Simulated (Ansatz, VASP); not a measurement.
# One calculation of PdPt3Se8, two programs

The input POSCAR:

```
PdPt3Se8
1.0
    7.5009941822      0.0000000000      0.0000000000
   -3.7504970911      6.4960515154      0.0000000000
    0.0000000000      0.0000000000      6.2823573000
Pd Pt Se
1 3 8
Direct
    0.0000000000      0.0000000000      0.0000000000
    0.0000000000      0.5000000000      0.0000000000
    0.5000000000      0.5000000000      0.0000000000
    0.5000000000      0.0000000000      0.0000000000
    0.3333333333      0.6666666667      0.7916960000
    0.3342070000      0.1671035000      0.7921000000
    0.8328965000      0.6657930000      0.7921000000
    0.8328965000      0.1671035000      0.7921000000
    0.1671035000      0.8328965000      0.2079000000
    0.1671035000      0.3342070000      0.2079000000
    0.6657930000      0.8328965000      0.2079000000
    0.6666666667      0.3333333333      0.2083040000
```

Contents of INCAR.step1:

```
PREC = Accurate ; ENCUT = 520
ISMEAR = 0 ; SIGMA = 0.02
LREAL = F ; LASPH = T
NELM = 80 ; NBANDS = 56
GGA = PE ; ALGO = Normal
EDIFF = 1E-4 ; LWAVE = T
LCHARG = F
```

File INCAR.step2:

```
PREC = Accurate ; ENCUT = 520
EDIFF = 1E-7 ; ISMEAR = 0
SIGMA = 0.02 ; LREAL = F
LASPH = T ; NELM = 80
ALGO = Normal ; ISIF = 2
LWAVE = F ; LCHARG = F
METAGGA = R2SCAN ; LMIXTAU = T
NBANDS = 56 ; ISTART = 1
```

The input KPOINTS:

```
regular mesh
0
Gamma
  6 6 6
```

Input for Ansatz:

```yaml
crystal:
  lattice:
    - [7.5009941822, 0.0, 0.0]
    - [-3.7504970911, 6.4960515154, 0.0]
    - [0.0, 0.0, 6.2823573]
  atoms:
    - { symbol: Pd, position: [0.0, 0.0, 0.0] }
    - { symbol: Pt, position: [0.0, 0.5, 0.0] }
    - { symbol: Pt, position: [0.5, 0.5, 0.0] }
    - { symbol: Pt, position: [0.5, 0.0, 0.0] }
    - { symbol: Se, position: [0.3333333333, 0.6666666667, 0.791696] }
    - { symbol: Se, position: [0.334207, 0.1671035, 0.7921] }
    - { symbol: Se, position: [0.8328965, 0.665793, 0.7921] }
    - { symbol: Se, position: [0.8328965, 0.1671035, 0.7921] }
    - { symbol: Se, position: [0.1671035, 0.8328965, 0.2079] }
    - { symbol: Se, position: [0.1671035, 0.334207, 0.2079] }
    - { symbol: Se, position: [0.665793, 0.8328965, 0.2079] }
    - { symbol: Se, position: [0.6666666667, 0.3333333333, 0.208304] }
basis:
  ecutwfc: 500
kpoints:
  mp_grid: { grid: [6, 6, 6] }
  band_path:
    path:
      - [[0.0, 0.0, 0.0], [0.5, 0.0, 0.0], [0.33333333, 0.33333333, 0.0], [0.0, 0.0, 0.0], [0.0, 0.0, 0.5], [0.5, 0.0, 0.5], [0.33333333, 0.33333333, 0.5], [0.0, 0.0, 0.5]]
      - [[0.5, 0.0, 0.5], [0.5, 0.0, 0.0]]
      - [[0.33333333, 0.33333333, 0.5], [0.33333333, 0.33333333, 0.0]]
    npoints: 10
hamiltonian:
  xc: r2scan
scf:
  occupations: { method: gaussian, width: 0.02 }
  n_extra_bands: 30
output:
  forces: true
  stress: true
  eigenvalues: true
  populations: true
  dos: { projected: true, de: 0.02, nscf_kmesh: { grid: [9, 9, 9] } }
  bader: false
```

Alike in both runs: task single point; functional r2SCAN; k mesh 6 × 6 × 6; occupations gaussian, width 0.02 eV; no spin polarisation.

```csv
,VASP,Ansatz
version,VASP 6.6.1,Ansatz 0.2.0
potentials or method,"VASP PAW PBE potentials, release 64 (Pd, Pt, Se), cutoff 520 eV","scalar-relativistic, plane waves, PAW"
valence electrons in the cell,88,200
```

```csv
,VASP,Ansatz,Ansatz less VASP
gap on the k mesh at the Fermi level (eV),0.61,0.62,+0.006
least direct gap on the mesh (eV),0.90,0.90,+0.003
pressure (GPa),-2.0,-2.1,-0.04
"traceless stress, the component that is largest in VASP (GPa)",0.89,0.92,+0.023
rms of the force components (eV/Å),0.051,0.054,+0.0032
```

VASP's potentials were made for PBE, not for r2SCAN. Atom by atom the forces differ by 0.003 eV/Å (rms over components). VASP's potentials hold 88 valence electrons a cell and Ansatz's 200, so a difference there can come from the potentials and not from the codes.

Neither program's run includes spin-orbit coupling.
